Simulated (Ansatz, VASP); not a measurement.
**In in VASP and in Ansatz**

File INCAR:

```
AGGAC = 1.0
AGGAX = 1.0
ALDAC = 0.0
ALDAX = 1.0
ALGO = Normal
EDIFF = 1E-6
ENCUT = 520
GGA = B5
ISIF = 2
ISMEAR = -1
LASPH = T
LCHARG = F
LREAL = F
LWAVE = F
NBANDS = 12
NELM = 80
PREC = Accurate
SIGMA = 0.1
```

File KPOINTS:

```
k-points
0
Gamma
  16 16 16
```

Contents of POSCAR:

```
In
1.0
    3.3373990957      0.0000000000      0.0000000000
    0.0000000000      3.3373990957      0.0000000000
    0.0000000000      0.0000000000      3.3373990957
In
1
Direct
    0.0000000000      0.0000000000      0.0000000000
```

Input for Ansatz:

```yaml
crystal:
  lattice:
    - [3.3373990957, 0.0, 0.0]
    - [0.0, 3.3373990957, 0.0]
    - [0.0, 0.0, 3.3373990957]
  atoms:
    - { symbol: In, position: [0.0, 0.0, 0.0] }
hamiltonian:
  xc: blyp
  pseudopotentials:
    kind: paw
    azcp:
      In: "pseudopotentials/In.paw.azcp"
basis:
  ecutwfc: 420
  fft_grid_basis: typed
kpoints:
  mp_grid: { grid: [16, 16, 16], shift: [0, 0, 0] }
magnetization:
  spin_polarized: false
scf:
  occupations: { method: fermi_dirac, width: 0.1 }
output:
  stress: true
```

Alike in both runs: task single point; functional BLYP; k mesh 16 × 16 × 16; occupations fermi-dirac, width 0.1 eV; no spin polarisation.

|  | VASP | Ansatz |
| --- | --- | --- |
| version | VASP 6.6.1 | Ansatz 0.2.0 |
| potentials or method | VASP PAW PBE potentials, release 64 (In_d), cutoff 520 eV | plane waves (420 eV) with PAW, scalar-relativistic |
| valence electrons in the cell | 13 | 13 |

|  | VASP | Ansatz | Ansatz less VASP |
| --- | --- | --- | --- |
| pressure (GPa) | -1.6 | -1.6 | +0.07 |

VASP's potentials were made for PBE, not for BLYP. With one functional, cell and mesh, what is left measures potentials, basis and numerics.
